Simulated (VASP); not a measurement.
# AlRu (Pm-3m) in VASP: a series of runs

Runs on AlRu. Level: PBEsol. Tasks: single point, relaxation of cell and atoms.

Everything below comes from runs of VASP 6.6.1. Logs are shortened: lines on timing, memory, paths and dates and some standing lists are left out, and cuts for length are marked.

### Step 1. The cell of the first run

Symmetry: Pm-3m, No. 221, cubic system. Conventional cell: a = 2.998 Å, b = 2.998 Å, c = 2.998 Å, α = 90.00°, β = 90.00°, γ = 90.00°. Within 3.4 Å of Al (site symmetry m-3m) lie 8 Ru at 2.60 Å and 6 Al at 3.00 Å. Within 3.4 Å of Ru (site symmetry m-3m) lie 8 Al at 2.60 Å and 6 Ru at 3.00 Å.

### Step 2. Single point, PBEsol (13.47 Å³/atom)

Contents of INCAR:

```
ALGO = Normal
EDIFF = 1E-6
ENCUT = 520
GGA = PS
ISIF = 2
ISMEAR = -1
LASPH = True
LCHARG = True
LELF = True
LREAL = False
LVHAR = True
LWAVE = False
NBANDS = 16
NELM = 80
PREC = Accurate
SIGMA = 0.15
```

Contents of KPOINTS:

```
k-points
0
Gamma
  14 14 14
```

Contents of POSCAR:

```
AlRu
1.0
    2.9979814316      0.0000000000      0.0000000000
    0.0000000000      2.9979814316      0.0000000000
    0.0000000000      0.0000000000      2.9979814316
Al Ru
1 1
Direct
    0.0000000000      0.0000000000      0.0000000000
    0.5000000000      0.5000000000      0.5000000000
```

Potentials or basis: VASP PAW PBE potentials, release 64 (Al, Ru_pv).

Started as:

```sh
$ cat potpaw_PBE.64/Al/POTCAR potpaw_PBE.64/Ru_pv/POTCAR > POTCAR
$ mpirun -np 1 vasp_std > vasp.out
```

OUTCAR:

```text
EDIFF = 1E-6
   ENCUT = 520
   GGA = PS
   ISIF = 2
   ISMEAR = -1
   LASPH = True
   LREAL = False
   NELM = 80
   PREC = Accurate

 ion  position               nearest neighbor table
   1  0.000  0.000  0.000-   2 2.60   2 2.60   2 2.60   2 2.60   2 2.60   2 2.60   2 2.60   2 2.60

   2  0.500  0.500  0.500-   1 2.60   1 2.60   1 2.60   1 2.60   1 2.60   1 2.60   1 2.60   1 2.60

  LATTYP: Found a simple cubic cell.
 ALAT       =     2.9979814316

  Lattice vectors:

 A1 = (   2.9979814316,   0.0000000000,   0.0000000000)
 A2 = (   0.0000000000,   2.9979814316,   0.0000000000)
 A3 = (   0.0000000000,   0.0000000000,   2.9979814316)

Analysis of symmetry for initial positions (statically):
=====================================================================
 Subroutine PRICEL returns:
 Original cell was already a primitive cell.

 Routine SETGRP: Setting up the symmetry group for a
 simple cubic supercell.

 Subroutine GETGRP returns: Found 48 space group operations
 (whereof 48 operations were pure point group operations)
 out of a pool of 48 trial point group operations.

The static configuration has the point symmetry O_h .

Analysis of symmetry for dynamics (positions and initial velocities):
=====================================================================
 Subroutine PRICEL returns:
 Original cell was already a primitive cell.

 Routine SETGRP: Setting up the symmetry group for a
 simple cubic supercell.

 Subroutine GETGRP returns: Found 48 space group operations
 (whereof 48 operations were pure point group operations)
 out of a pool of 48 trial point group operations.

The dynamic configuration has the point symmetry O_h .

 Subroutine INISYM returns: Found 48 space group operations
 (whereof 48 operations are pure point group operations),
 and found     1 'primitive' translations

----------------------------------------------------------------------------------------

                                     Primitive cell

  volume of cell :      26.9455

  direct lattice vectors                    reciprocal lattice vectors
     2.997981432  0.000000000  0.000000000     0.333557770  0.000000000  0.000000000
     0.000000000  2.997981432  0.000000000     0.000000000  0.333557770  0.000000000
     0.000000000  0.000000000  2.997981432     0.000000000  0.000000000  0.333557770

  length of vectors
     2.997981432  2.997981432  2.997981432     0.333557770  0.333557770  0.333557770

[... 79 lines left out ...]
   NELM   =     80;   NELMIN=  2; NELMDL= -5     # of ELM steps
   EDIFF  = 0.1E-05   stopping-criterion for ELM
   LREAL  =      F    real-space projection
   EDIFFG = 0.1E-04   stopping-criterion for IOM
   NSW    =      0    number of steps for IOM
   IBRION =     -1    ionic relax: 0-MD 1-quasi-New 2-CG
   NFREE  =      0    steps in history (QN), initial steepest desc. (CG)
   ISIF   =      2    stress and relaxation
   ISYM   =      2    0-nonsym 1-usesym 2-fastsym
   POTIM  = 0.5000    time-step for ionic-motion
   TEBEG  =    0.0;   TEEND  =   0.0 temperature during run
   PSTRESS=    0.0 pullay stress
   NELECT =      17.0000    total number of electrons
   NUPDOWN=      -1.0000    fix difference up-down
   EMIN   =  10.00;   EMAX   =-10.00  energy-range for DOS
   EFERMI =   0.00;   METHOD = LEGACY
   ISMEAR =    -1;   SIGMA  =   0.15  broadening in eV -4-tet -1-fermi 0-gaus
   EFERMI_NEDOS =   21; number of points for ismear=-14 and -15
   IALGO  =     38    algorithm
   IMIX   =      4    mixing-type and parameters
     AMIX     =   0.40;   BMIX     =  1.00
     AMIX_MAG =   1.60;   BMIX_MAG =  1.00
  volume/ion in A,a.u.               =      13.47        90.92
  Fermi-wavevector in a.u.,A,eV,Ry     =   1.404092  2.653349 26.823533  1.971474
  Thomas-Fermi vector in A             =   2.526688
   LORBIT       =      0    0 simple, 1 ext, 2 COOP (PROOUT), +10 PAW based schemes
   GGA     = PS    functional components
   LHFCALC =     F    Hartree Fock is set to
   AEXX    =    0.0000 exact exchange contribution
   IVDW    =     0    specifies the selected vdW correction
   LEPSILON=     F    determine dielectric tensor
   LRPA    =     F    only Hartree local field effects (RPA)
 non-spin polarized calculation
  energy-cutoff  :      520.00
  volume of cell :       26.95
 maximum number of plane-waves:       740
 NGX is ok and might be reduce to    24
   NGX = 11   NGY = 11   NGZ = 11

 number of electron      16.9999995 magnetization

 Free energy of the ion-electron system (eV)
  ---------------------------------------------------
  ext. energy  EPLUGINS =         0.00000000
  ---------------------------------------------------
  free energy    TOTEN  =       -15.56820864 eV

  energy without entropy =      -15.45236742  energy(sigma->0) =      -15.51028803

 E-fermi :  10.5437     XC(G=0): -12.6542

 val. band max:       10.5290666581   @ k =   0.3571   0.1429   0.0000
 cond. band min:      10.5506975043   @ k =   0.0714   0.0714   0.0000
 fundamental gap:      0.0216308463
 Fermi energy:        10.5437200199

 k-point     1 :       0.0000    0.0000    0.0000
  band No.  band energies     occupation
      1     -31.1998      2.00000
      2     -31.1998      2.00000
      3     -31.1998      2.00000
      4       0.8609      2.00000
      5       6.9524      2.00000
      6       6.9524      2.00000
[... 433 lines left out ...]
      3     -31.1787      2.00000
      4       3.7040      2.00000
      5       6.5962      2.00000
      6       7.9664      2.00000
[... 8 lines left out ...]
     15      22.9895      0.00000
     16      24.7913      0.00000

 [... further k-points ...]

------------------------ aborting loop because EDIFF is reached ----------------------------------------

  FORCE on cell =-STRESS in cart. coord.  units (eV):
  Direction    XX          YY          ZZ          XY          YZ          ZX
  --------------------------------------------------------------------------------------
  -------------------------------------------------------------------------------------
  Total       -0.6844087     -0.6844087     -0.6844087     -0.0000000     -0.0000000      0.0000000
  in kB      -40.6948349    -40.6948349    -40.6948349     -0.0000000     -0.0000000      0.0000000
  external PRESSURE =     -40.6948349 kB  Pullay stress =       0.0000000 kB

 VOLUME and BASIS-vectors are now :
 -----------------------------------------------------------------------------
  energy-cutoff  :      520.00
  volume of cell :       26.95
      direct lattice vectors                 reciprocal lattice vectors
     2.997981432  0.000000000  0.000000000     0.333557770  0.000000000  0.000000000
     0.000000000  2.997981432  0.000000000     0.000000000  0.333557770  0.000000000
     0.000000000  0.000000000  2.997981432     0.000000000  0.000000000  0.333557770

 POSITION                                       TOTAL-FORCE (eV/Angst)
 -----------------------------------------------------------------------------------
      0.00000      0.00000      0.00000         0.000000      0.000000      0.000000
      1.49899      1.49899      1.49899         0.000000      0.000000      0.000000
 -----------------------------------------------------------------------------------
    total drift:                                0.000000     -0.000000     -0.000000

  FREE ENERGIE OF THE ION-ELECTRON SYSTEM (eV)
  ---------------------------------------------------
  free  energy   TOTEN  =       -15.5682086426 eV

  energy  without entropy=      -15.4523674157  energy(sigma->0) =      -15.51028803
```

OSZICAR:

```text
N       E                     dE             d eps       ncg     rms          rms(c)
DAV:   1     0.118552666506E+03    0.11855E+03   -0.90749E+03  3888   0.984E+02
DAV:   2    -0.143727532608E+02   -0.13293E+03   -0.12642E+03  4568   0.296E+02
DAV:   3    -0.163435229561E+02   -0.19708E+01   -0.19638E+01  4936   0.377E+01
DAV:   4    -0.163576708828E+02   -0.14148E-01   -0.14129E-01  4824   0.335E+00
DAV:   5    -0.163578765318E+02   -0.20565E-03   -0.20546E-03  4704   0.387E-01    0.130E+01
DAV:   6    -0.156749179513E+02    0.68296E+00   -0.26802E+00  4256   0.176E+01    0.239E+00
DAV:   7    -0.155877970235E+02    0.87121E-01   -0.21061E-01  4144   0.519E+00    0.205E+00
DAV:   8    -0.155684906886E+02    0.19306E-01   -0.20955E-02  4600   0.106E+00    0.208E-01
DAV:   9    -0.155682248035E+02    0.26589E-03   -0.34985E-04  4696   0.147E-01    0.134E-01
DAV:  10    -0.155682101883E+02    0.14615E-04   -0.27721E-05  4424   0.561E-02    0.687E-03
DAV:  11    -0.155682090288E+02    0.11595E-05   -0.12655E-06  3784   0.125E-02    0.463E-03
DAV:  12    -0.155682086426E+02    0.38621E-06   -0.58820E-08  2344   0.274E-03
   1 F= -.15568209E+02 E0= -.15510288E+02  d E =-.115841E+00
```

Wall time 15 s (1 thread of Intel Xeon 6975P-C (Granite Rapids), shared host); peak memory 0.17 GiB.

Results:

```
Free energy            : -15.5682 eV
Pressure               : -4.1 GPa
Band gap on the k mesh : zero (an odd number of electrons rules out a gap without spin polarisation)
```

Caveat: the cell stands under tension; the PAW data sets were made with another functional, which shifts forces and pressure a little.

### Step 3. Relaxation of cell and atoms, PBEsol

This run uses another cell than the first one, of 13.18 Å³/atom.

Contents of INCAR:

```
SYSTEM = AlRu
PREC = Accurate ; ENCUT = 600
EDIFF = 1E-6 ; ISMEAR = -1
SIGMA = 0.15 ; LREAL = .FALSE.
LASPH = .TRUE. ; NELM = 100
ALGO = Fast ; ISIF = 3
LWAVE = .FALSE. ; LCHARG = .FALSE.
GGA = PS ; IBRION = 2
NSW = 80 ; EDIFFG = -0.001
```

Contents of KPOINTS:

```
regular mesh
0
G
  14 14 14
  0 0 0
```

Contents of POSCAR:

```
AlRu
1.0
    2.9764078228      0.0000000000      0.0000000000
    0.0000000000      2.9764078228      0.0000000000
    0.0000000000      0.0000000000      2.9764078228
Al Ru
1 1
Direct
    0.0000000000      0.0000000000      0.0000000000
    0.5000000000      0.5000000000      0.5000000000
```

Potentials or basis: VASP PAW PBE potentials, release 64 (Al, Ru_pv).

Started as:

```sh
$ cat potpaw_PBE.64/Al/POTCAR potpaw_PBE.64/Ru_pv/POTCAR > POTCAR
$ mpirun -np 1 vasp_std > vasp.out
```

OUTCAR:

```text
SYSTEM = AlRu
   PREC = Accurate
   ENCUT = 600
   EDIFF = 1E-6
   ISMEAR = -1
   LREAL = .FALSE.
   LASPH = .TRUE.
   NELM = 100
   ISIF = 3
   GGA = PS
   IBRION = 2
   NSW = 80
   EDIFFG = -0.001

 ion  position               nearest neighbor table
   1  0.000  0.000  0.000-   2 2.58   2 2.58   2 2.58   2 2.58   2 2.58   2 2.58   2 2.58   2 2.58

   2  0.500  0.500  0.500-   1 2.58   1 2.58   1 2.58   1 2.58   1 2.58   1 2.58   1 2.58   1 2.58

  LATTYP: Found a simple cubic cell.
 ALAT       =     2.9764078228

  Lattice vectors:

 A1 = (   2.9764078228,   0.0000000000,   0.0000000000)
 A2 = (   0.0000000000,   2.9764078228,   0.0000000000)
 A3 = (   0.0000000000,   0.0000000000,   2.9764078228)

Analysis of symmetry for initial positions (statically):
=====================================================================
 Subroutine PRICEL returns:
 Original cell was already a primitive cell.

 Routine SETGRP: Setting up the symmetry group for a
 simple cubic supercell.

 Subroutine GETGRP returns: Found 48 space group operations
 (whereof 48 operations were pure point group operations)
 out of a pool of 48 trial point group operations.

The static configuration has the point symmetry O_h .

Analysis of symmetry for dynamics (positions and initial velocities):
=====================================================================
 Subroutine PRICEL returns:
 Original cell was already a primitive cell.

 Routine SETGRP: Setting up the symmetry group for a
[... 268 lines left out ...]
  ext. energy  EPLUGINS =         0.00000000
  ---------------------------------------------------
  free energy    TOTEN  =       -15.57484754 eV

  energy without entropy =      -15.46176454  energy(sigma->0) =      -15.51830604

 E-fermi :  10.8199     XC(G=0): -12.7554

 val. band max:       10.8070033445   @ k =   0.3571   0.1429   0.0000
 cond. band min:      10.8291646928   @ k =   0.4286   0.4286   0.1429
 fundamental gap:      0.0221613484
 Fermi energy:        10.8199104251

 k-point     1 :       0.0000    0.0000    0.0000
  band No.  band energies     occupation
      1     -30.9279      2.00000
      2     -30.9279      2.00000
      3     -30.9279      2.00000
      4       1.0228      2.00000
      5       7.1225      2.00000
      6       7.1225      2.00000
      7      10.9804      0.51078
      8      10.9804      0.51078
      9      10.9804      0.51078
     10      16.9205      0.00000
     11      16.9205      0.00000
     12      16.9205      0.00000
[... 331 lines left out ...]
 k-point    24 :       0.3571    0.2143    0.0000
  band No.  band energies     occupation
      1     -31.0979      2.00000
      2     -30.9964      2.00000
      3     -30.9050      2.00000
      4       3.9043      2.00000
      5       6.7932      2.00000
      6       8.1750      2.00000
      7       9.1343      1.99997
      8       9.5772      1.99950
      9      10.4455      1.84777
     10      13.4774      0.00000
     11      17.2180      0.00000
     12      19.7243      0.00000

 [... further k-points ...]

------------------------ aborting loop because EDIFF is reached ----------------------------------------

  FORCE on cell =-STRESS in cart. coord.  units (eV):
  Direction    XX          YY          ZZ          XY          YZ          ZX
  --------------------------------------------------------------------------------------
  -------------------------------------------------------------------------------------
  Total        0.0017856      0.0017856      0.0017856     -0.0000000      0.0000000     -0.0000000
  in kB        0.1082798      0.1082798      0.1082798     -0.0000000      0.0000000     -0.0000000
  external PRESSURE =       0.1082798 kB  Pullay stress =       0.0000000 kB
[... 17 lines left out ...]
  FREE ENERGIE OF THE ION-ELECTRON SYSTEM (eV)
  ---------------------------------------------------
  free  energy   TOTEN  =       -15.5748475426 eV

  energy  without entropy=      -15.4617645362  energy(sigma->0) =      -15.51830604

 reached required accuracy - stopping structural energy minimisation
```

CONTCAR:

```text
AlRu
   1.00000000000000
     2.9784189547035744    0.0000000000000000    0.0000000000000000
     0.0000000000000000    2.9784189547035744    0.0000000000000000
    -0.0000000000000000   -0.0000000000000000    2.9784189547035744
  Al              Ru
     1     1
Direct
     0.0000000000000000    0.0000000000000000    0.0000000000000000
     0.5000000000000000    0.5000000000000000    0.5000000000000000

  0.00000000E+00  0.00000000E+00  0.00000000E+00
  0.00000000E+00  0.00000000E+00  0.00000000E+00
```

Run time: 32 s. Hardware: 1 thread of Intel Xeon 6975P-C (Granite Rapids), shared host; peak memory 0.17 GiB.

Results:

- Free energy: -15.5748 eV
- Relaxed volume: 13.21 Å³/atom
- Relaxed cell: a = 2.978 Å, b = 2.978 Å, c = 2.978 Å, α = 90.00°, β = 90.00°, γ = 90.00°
- Space group after relaxing (to 0.1 Å): Pm-3m (No. 221)
- Energy gained by relaxing: 0.0 meV/atom
- Ionic steps: 4
- Pressure after relaxing: 0.0 GPa
- Band gap on the k mesh: zero (an odd number of electrons rules out a gap without spin polarisation)

Final structure:
```yaml
crystal:
  lattice:
    - [2.97842, 0.00000, 0.00000]
    - [0.00000, 2.97842, 0.00000]
    - [0.00000, 0.00000, 2.97842]
  atoms:
    - { symbol: Al, position: [0.00000, 0.00000, 0.00000] }
    - { symbol: Ru, position: [0.50000, 0.50000, 0.50000] }
```

Levels at points of the mesh, in eV from the Fermi level:
| k point | band 6 | band 7 | band 8 | band 9 | band 10 | band 11 | band 12 |
| --- | --- | --- | --- | --- | --- | --- | --- |
| (0.00, 0.00, 0.00) | -3.70 | 0.16 | 0.16 | 0.16 | 6.10 | 6.10 | 6.10 |
| (0.50, 0.00, 0.00) | -2.88 | -1.66 | -1.66 | 0.42 | 2.30 | 7.41 | 11.03 |
| (0.50, 0.50, 0.00) | -1.41 | -1.41 | -1.22 | -1.22 | 1.53 | 5.33 | 6.38 |
| (0.50, 0.50, 0.50) | -4.74 | 1.63 | 1.63 | 2.65 | 4.10 | 4.10 | 4.10 |

Caveat: the PAW data sets were made with another functional, which shifts forces and pressure a little.
